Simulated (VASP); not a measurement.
# Be (Im-3m) in VASP: further runs

The runs below take Be through single point, with PBE.

Everything below comes from runs of VASP 6.6.1. Logs are shortened: lines on timing, memory, paths and dates and some standing lists are left out, and cuts for length are marked.

## 1. The cell of the first run

It takes space group Im-3m (No. 229, cubic). The conventional cell has a = 2.449 Å, b = 2.449 Å, c = 2.449 Å, α = 90.00°, β = 90.00°, γ = 90.00°. Be (site symmetry m-3m) has 14 Be at 2.12 to 2.45 Å within 2.8 Å.

## 2. Single point, PBE (volume scaled by 0.94)

File INCAR:

```
PREC = Accurate
ENCUT = 520
EDIFF = 1E-6
ISMEAR = 0
SIGMA = 0.1
LREAL = False
LASPH = True
NELM = 60
ALGO = Normal
ISIF = 2
LWAVE = False
LCHARG = False
GGA = PE
NBANDS = 7
```

File KPOINTS:

```
regular mesh
0
Gamma
  24 24 24
```

File POSCAR:

```
Be
1.0
   -1.2246942350      1.2246942350      1.2246942350
    1.2246942350     -1.2246942350      1.2246942350
    1.2246942350      1.2246942350     -1.2246942350
Be
1
Direct
    0.0000000000      0.0000000000      0.0000000000
```

Potentials or basis: VASP PAW PBE potentials, release 64 (Be).

Command:

```sh
$ cat potpaw_PBE.64/Be/POTCAR > POTCAR
$ mpirun -np 1 vasp_std > vasp.out
```

OUTCAR:

```text
PREC = Accurate
   ENCUT = 520
   EDIFF = 1E-6
   ISMEAR = 0
   LREAL = False
   LASPH = True
   NELM = 60
   ISIF = 2
   GGA = PE

 ion  position               nearest neighbor table
   1  0.000  0.000  0.000-

  LATTYP: Found a body centered cubic cell.
 ALAT       =     2.4493884700

  Lattice vectors:

 A1 = (  -1.2246942350,   1.2246942350,   1.2246942350)
 A2 = (   1.2246942350,  -1.2246942350,   1.2246942350)
 A3 = (   1.2246942350,   1.2246942350,  -1.2246942350)

Analysis of symmetry for initial positions (statically):
=====================================================================
 Subroutine PRICEL returns:
 Original cell was already a primitive cell.

 Routine SETGRP: Setting up the symmetry group for a
 body centered cubic supercell.

 Subroutine GETGRP returns: Found 48 space group operations
 (whereof 48 operations were pure point group operations)
 out of a pool of 48 trial point group operations.

The static configuration has the point symmetry O_h .

Analysis of symmetry for dynamics (positions and initial velocities):
=====================================================================
 Subroutine PRICEL returns:
 Original cell was already a primitive cell.

 Routine SETGRP: Setting up the symmetry group for a
 body centered cubic supercell.

 Subroutine GETGRP returns: Found 48 space group operations
 (whereof 48 operations were pure point group operations)
 out of a pool of 48 trial point group operations.

The dynamic configuration has the point symmetry O_h .

 Subroutine INISYM returns: Found 48 space group operations
 (whereof 48 operations are pure point group operations),
 and found     1 'primitive' translations

----------------------------------------------------------------------------------------

                                     Primitive cell

  volume of cell :       7.3476

  direct lattice vectors                    reciprocal lattice vectors
    -1.224694235  1.224694235  1.224694235     0.000000000  0.408265170  0.408265170
     1.224694235 -1.224694235  1.224694235     0.408265170  0.000000000  0.408265170
     1.224694235  1.224694235 -1.224694235     0.408265170  0.408265170  0.000000000

  length of vectors
     2.121232639  2.121232639  2.121232639     0.577374140  0.577374140  0.577374140

  position of ions in fractional coordinates (direct lattice)
     0.000000000  0.000000000  0.000000000

  ion indices of the primitive-cell ions
   primitive index   ion index
                 1           1

----------------------------------------------------------------------------------------

 KPOINTS: regular mesh

Automatic generation of k-mesh.
 Grid dimensions read from file:
 generate k-points for:   24   24   24

 Generating k-lattice:

  Cartesian coordinates                     Fractional coordinates (reciprocal lattice)
     0.000000000  0.017011049  0.017011049     0.041666667  0.000000000  0.000000000
     0.017011049  0.000000000  0.017011049     0.000000000  0.041666667  0.000000000
     0.017011049  0.017011049  0.000000000     0.000000000  0.000000000  0.041666667

  Length of vectors
     0.024057256  0.024057256  0.024057256

  Shift w.r.t. Gamma in fractional coordinates (k-lattice)
     0.000000000  0.000000000  0.000000000

 Subroutine IBZKPT returns following result:
 ===========================================

 Found    413 irreducible k-points:

 Following reciprocal coordinates:
            Coordinates               Weight
  0.000000  0.000000  0.000000      1.000000
  0.041667  0.000000  0.000000     12.000000
  0.083333  0.000000  0.000000     12.000000
  0.125000  0.000000  0.000000     12.000000
  0.166667  0.000000  0.000000     12.000000
  0.208333  0.000000  0.000000     12.000000
[... 16 lines left out ...]
  0.416667  0.041667 -0.000000     48.000000
  0.458333  0.041667  0.000000     48.000000
 [... further k-points ...]
   k-points           NKPTS =    413   k-points in BZ     NKDIM =    413   number of bands    NBANDS=      7
   number of dos      NEDOS =    301   number of ions     NIONS =      1
   total plane-waves  NPLWV =   4096
   dimension x,y,z NGX =    16 NGY =   16 NGZ =   16
   dimension x,y,z NGXF=    32 NGYF=   32 NGZF=   32
   ions per type =               1
   NGX,Y,Z   is equivalent  to a cutoff of  12.54, 12.54, 12.54 a.u.
   NGXF,Y,Z  is equivalent  to a cutoff of  25.08, 25.08, 25.08 a.u.
 SYSTEM =  unknown system
   PREC   = accura    normal or accurate (medium, high low for compatibility)
   ISTART =      0    job   : 0-new  1-cont  2-samecut
   ICHARG =      2    charge: 1-file 2-atom 10-const
   ISPIN  =      1    spin polarized calculation?
   LNONCOLLINEAR =      F non collinear calculations
   LSORBIT =      F    spin-orbit coupling
   LASPH  =      T    aspherical Exc in radial PAW
   ENCUT  =  520.0 eV  38.22 Ry    6.18 a.u.   3.94  3.94  3.94*2*pi/ulx,y,z
   NELM   =     60;   NELMIN=  2; NELMDL= -5     # of ELM steps
   EDIFF  = 0.1E-05   stopping-criterion for ELM
   LREAL  =      F    real-space projection
   EDIFFG = 0.1E-04   stopping-criterion for IOM
   NSW    =      0    number of steps for IOM
   IBRION =     -1    ionic relax: 0-MD 1-quasi-New 2-CG
   NFREE  =      0    steps in history (QN), initial steepest desc. (CG)
   ISIF   =      2    stress and relaxation
   ISYM   =      2    0-nonsym 1-usesym 2-fastsym
   POTIM  = 0.5000    time-step for ionic-motion
   TEBEG  =    0.0;   TEEND  =   0.0 temperature during run
   PSTRESS=    0.0 pullay stress
   NELECT =       2.0000    total number of electrons
   NUPDOWN=      -1.0000    fix difference up-down
   EMIN   =  10.00;   EMAX   =-10.00  energy-range for DOS
   EFERMI =   0.00;   METHOD = LEGACY
   ISMEAR =     0;   SIGMA  =   0.10  broadening in eV -4-tet -1-fermi 0-gaus
   EFERMI_NEDOS =   21; number of points for ismear=-14 and -15
   IALGO  =     38    algorithm
   IMIX   =      4    mixing-type and parameters
     AMIX     =   0.40;   BMIX     =  1.00
     AMIX_MAG =   1.60;   BMIX_MAG =  1.00
  volume/ion in A,a.u.               =       7.35        49.58
  Fermi-wavevector in a.u.,A,eV,Ry     =   1.060972  2.004946 15.315549  1.125661
  Thomas-Fermi vector in A             =   2.196372
   LORBIT       =      0    0 simple, 1 ext, 2 COOP (PROOUT), +10 PAW based schemes
   GGA     = PE    functional components
   LHFCALC =     F    Hartree Fock is set to
   AEXX    =    0.0000 exact exchange contribution
   IVDW    =     0    specifies the selected vdW correction
   LEPSILON=     F    determine dielectric tensor
   LRPA    =     F    only Hartree local field effects (RPA)
 non-spin polarized calculation
 Gauss-broadening in eV      SIGMA  =   0.10
  energy-cutoff  :      520.00
  volume of cell :        7.35
 maximum number of plane-waves:       212
   NGX =  7   NGY =  7   NGZ =  7

 number of electron       2.0000000 magnetization

 Free energy of the ion-electron system (eV)
  ---------------------------------------------------
  ext. energy  EPLUGINS =         0.00000000
  ---------------------------------------------------
  free energy    TOTEN  =        -3.65400292 eV

  energy without entropy =       -3.65306610  energy(sigma->0) =       -3.65353451

 E-fermi :   8.6412     XC(G=0): -10.8554

 val. band max:        8.6074870736   @ k =   0.3750   0.2500   0.0000
 cond. band min:       8.6614412062   @ k =  -0.3750  -0.4167   0.1250
 fundamental gap:      0.0539541326
 Fermi energy:         8.6412303328

 k-point     1 :       0.0000    0.0000    0.0000
  band No.  band energies     occupation
      1      -4.1169      2.00000
      2      28.9980      0.00000
      3      28.9980      0.00000
      4      28.9980      0.00000
      5      40.6216      0.00000
      6      40.6216      0.00000
      7      40.6216      0.00000

 k-point     2 :       0.0417    0.0000    0.0000
  band No.  band energies     occupation
      1      -4.0544      2.00000
      2      28.6797      0.00000
      3      28.7260      0.00000
      4      28.9200      0.00000
      5      39.7068      0.00000
      6      39.7444      0.00000
      7      41.0615      0.00000

 k-point     3 :       0.0833    0.0000    0.0000
  band No.  band energies     occupation
      1      -3.8671      2.00000
      2      27.6987      0.00000
      3      28.0162      0.00000
      4      28.6897      0.00000
      5      37.8404      0.00000
      6      38.2084      0.00000
      7      41.4732      0.00000

 k-point     4 :       0.1250    0.0000    0.0000
  band No.  band energies     occupation
      1      -3.5546      2.00000
      2      26.0702      0.00000
      3      27.0723      0.00000
      4      28.3213      0.00000
      5      36.4413      0.00000
      6      36.6694      0.00000
      7      40.9401      0.00000

 k-point     5 :       0.1667    0.0000    0.0000
  band No.  band energies     occupation
      1      -3.1171      2.00000
      2      23.9670      0.00000
      3      26.0563      0.00000
      4      27.8441      0.00000
      5      35.2490      0.00000
      6      35.6302      0.00000
      7      40.7653      0.00000

 k-point     6 :       0.2083    0.0000    0.0000
  band No.  band energies     occupation
      1      -2.5551      2.00000
      2      21.6297      0.00000
      3      25.0660      0.00000
      4      27.3010      0.00000
      5      33.9790      0.00000
      6      35.2481      0.00000
      7      40.9238      0.00000

 k-point     7 :       0.2500    0.0000    0.0000
  band No.  band energies     occupation
      1      -1.8706      2.00000
      2      19.2399      0.00000
      3      24.1559      0.00000
      4      26.7391      0.00000
      5      32.8705      0.00000
      6      35.1488      0.00000
      7      41.3763      0.00000

 k-point     8 :       0.2917    0.0000    0.0000
  band No.  band energies     occupation
      1      -1.0689      2.00000
      2      16.9078      0.00000
      3      23.3569      0.00000
      4      26.2017      0.00000
      5      31.9289      0.00000
      6      35.2353      0.00000
      7      42.0788      0.00000

 k-point     9 :       0.3333    0.0000    0.0000
  band No.  band energies     occupation
      1      -0.1619      2.00000
      2      14.7033      0.00000
      3      22.6875      0.00000
      4      25.7232      0.00000
      5      31.1565      0.00000
      6      35.4388      0.00000
      7      42.9840      0.00000

 k-point    10 :       0.3750    0.0000    0.0000
  band No.  band energies     occupation
      1       0.8233      2.00000
      2      12.6862      0.00000
      3      22.1586      0.00000
      4      25.3289      0.00000
      5      30.5547      0.00000
      6      35.6984      0.00000
      7      44.0329      0.00000

 k-point    11 :       0.4167    0.0000    0.0000
  band No.  band energies     occupation
      1       1.8218      2.00000
      2      10.9402      0.00000
      3      21.7770      0.00000
      4      25.0364      0.00000
      5      30.1245      0.00000
      6      35.9520      0.00000
      7      45.1268      0.00000
[... 51 lines left out ...]
 k-point    17 :       0.1667    0.0417    0.0000
  band No.  band energies     occupation
      1      -2.8044      2.00000
      2      22.8251      0.00000
      3      25.3016      0.00000
      4      27.2429      0.00000
      5      34.9176      0.00000
      6      35.3523      0.00000
      7      40.8368      0.00000

 k-point    18 :       0.2083    0.0417   -0.0000
  band No.  band energies     occupation
      1      -2.1804      2.00000
      2      20.4489      0.00000
      3      24.3572      0.00000
      4      26.6253      0.00000
      5      33.8801      0.00000
      6      35.1489      0.00000
      7      41.1616      0.00000

 k-point    19 :       0.2500    0.0417    0.0000
  band No.  band energies     occupation
      1      -1.4358      2.00000
      2      18.0791      0.00000
      3      23.5126      0.00000
      4      26.0181      0.00000
      5      32.9648      0.00000
      6      35.1709      0.00000
      7      41.7437      0.00000

 k-point    20 :       0.2917    0.0417   -0.0000
  band No.  band energies     occupation
      1      -0.5784      2.00000
      2      15.8036      0.00000
      3      22.7882      0.00000
      4      25.4628      0.00000
      5      32.1869      0.00000
      6      35.3421      0.00000
      7      42.5444      0.00000

 k-point    21 :       0.3333    0.0417    0.0000
  band No.  band energies     occupation
      1       0.3743      2.00000
      2      13.6841      0.00000
      3      22.1973      0.00000
      4      24.9897      0.00000
      5      31.5560      0.00000
      6      35.6005      0.00000
      7      43.5153      0.00000

 k-point    22 :       0.3750    0.0417    0.0000
  band No.  band energies     occupation
      1       1.3810      2.00000
      2      11.7866      0.00000
      3      21.7484      0.00000
      4      24.6198      0.00000
      5      31.0784      0.00000
      6      35.8842      0.00000
      7      44.5888      0.00000

 k-point    23 :       0.4167    0.0417   -0.0000
  band No.  band energies     occupation
      1       2.3397      2.00000
      2      10.2275      0.00000
      3      21.4465      0.00000
      4      24.3666      0.00000
      5      30.7581      0.00000
      6      36.1277      0.00000
      7      45.6413      0.00000

 k-point    24 :       0.4583    0.0417    0.0000
  band No.  band energies     occupation
      1       3.0037      2.00000
      2       9.2614      0.00000
      3      21.2949      0.00000
      4      24.2380      0.00000
      5      30.5975      0.00000
      6      36.2692      0.00000
      7      46.3979      0.00000

 [... further k-points ...]
[... 5 lines left out ...]
  --------------------------------------------------------------------------------------
  -------------------------------------------------------------------------------------
  Total        0.3995019      0.3995019      0.3995019     -0.0000000      0.0000000     -0.0000000
  in kB       87.1136905     87.1136905     87.1136905     -0.0000000      0.0000000     -0.0000000
  external PRESSURE =      87.1136905 kB  Pullay stress =       0.0000000 kB

 VOLUME and BASIS-vectors are now :
 -----------------------------------------------------------------------------
  energy-cutoff  :      520.00
  volume of cell :        7.35
      direct lattice vectors                 reciprocal lattice vectors
    -1.224694235  1.224694235  1.224694235     0.000000000  0.408265170  0.408265170
     1.224694235 -1.224694235  1.224694235     0.408265170  0.000000000  0.408265170
     1.224694235  1.224694235 -1.224694235     0.408265170  0.408265170  0.000000000

 POSITION                                       TOTAL-FORCE (eV/Angst)
 -----------------------------------------------------------------------------------
      0.00000      0.00000      0.00000         0.000000     -0.000000     -0.000000
 -----------------------------------------------------------------------------------
    total drift:                               -0.000000     -0.000000      0.000000

  FREE ENERGIE OF THE ION-ELECTRON SYSTEM (eV)
  ---------------------------------------------------
  free  energy   TOTEN  =        -3.6540029166 eV

  energy  without entropy=       -3.6530661006  energy(sigma->0) =       -3.65353451
```

Wall time 4.9 s (1 thread of Intel Xeon 6975P-C (Granite Rapids), shared host); peak memory 0.12 GiB.

Results:

```
Free energy            : -3.6540 eV
Pressure               : 8.7 GPa
Band gap on the k mesh : zero (band 1 reaches 12.72 eV, above the bottom of band 2 at 7.09 eV)
```

[end of part 1 of 2]
